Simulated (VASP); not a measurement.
CaRuO: single point with PBE

The system is CaRuO.

```xyz
3
Lattice="4.4417 0.0000 0.0000 0.0000 4.4417 0.0000 0.0000 0.0000 2.7523" Properties=species:S:1:pos:R:3 pbc="T T T"
Ca    2.2208    2.2208    1.3761
Ru    0.0000    0.0000    1.3761
O     0.0000    0.0000    0.0000
```

```yaml
Program: VASP 6.6.1
Task: single point
Functional: PBE
Potentials_or_basis: VASP PAW PBE potentials, release 64 (Ca_sv, Ru_pv, O)
Cutoff: 520 eV
k_mesh: 4 × 4 × 6
Occupations: gaussian, width 0.1 eV
Spin: collinear spin, ferromagnetic start
Starting_moments: "[0.0, 1.0, 0.0] μB"
```

```yaml
Pressure: 150.2 GPa
Band_gap_on_the_k_mesh: zero (filled and empty bands overlap)
Net_moment: 0.00 μB per cell
Valence_electrons_inside_the_program's_atomic_spheres: Ca 8.26; Ru 15.02; O 5.73
```

Stress tensor (GPa, compression positive):
```
 -0.07   0.00   0.00
  0.00  -0.07   0.00
  0.00   0.00 450.87
```

Levels at points of the mesh, in eV from the Fermi level:
Spin up:
| k point | band 11 | band 12 | band 13 | band 14 | band 15 | band 16 | band 17 | band 18 |
| --- | --- | --- | --- | --- | --- | --- | --- | --- |
| (0.00, 0.00, 0.00) | -5.55 | -3.17 | -2.67 | -2.67 | -2.60 | -0.39 | -0.12 | 2.51 |
| (0.50, 0.00, 0.00) | -4.00 | -2.69 | -2.66 | -2.26 | -1.84 | -1.67 | -0.39 | 0.31 |
| (0.50, 0.50, 0.00) | -3.26 | -3.10 | -2.70 | -2.70 | -1.63 | -0.39 | -0.24 | 0.50 |
| (0.00, 0.00, 0.50) | -12.95 | -1.83 | -1.71 | -1.54 | 0.96 | 0.96 | 1.60 | 3.71 |
| (0.50, 0.00, 0.50) | -12.94 | -1.42 | -1.39 | -0.25 | 0.59 | 0.81 | 1.38 | 2.96 |
| (0.50, 0.50, 0.50) | -13.01 | -1.80 | -1.00 | 0.19 | 0.30 | 0.30 | 3.93 | 3.93 |
Spin down:
```tsv
k point	band 11	band 12	band 13	band 14	band 15	band 16	band 17	band 18
(0.00, 0.00, 0.00)	-5.55	-3.17	-2.68	-2.68	-2.60	-0.39	-0.12	2.51
(0.50, 0.00, 0.00)	-4.00	-2.70	-2.67	-2.26	-1.84	-1.67	-0.39	0.31
(0.50, 0.50, 0.00)	-3.26	-3.10	-2.71	-2.71	-1.63	-0.39	-0.24	0.50
(0.00, 0.00, 0.50)	-12.95	-1.83	-1.71	-1.54	0.96	0.96	1.60	3.71
(0.50, 0.00, 0.50)	-12.94	-1.42	-1.39	-0.25	0.59	0.81	1.38	2.96
(0.50, 0.50, 0.50)	-13.01	-1.80	-1.00	0.19	0.30	0.30	3.93	3.93
```

It took 53 s on 1 thread of AMD EPYC 9R45 96-Core Processor (Zen 5) (shared host), peak memory 0.19 GiB.

Caveat: the k points lie up to 0.38 Å⁻¹ apart.
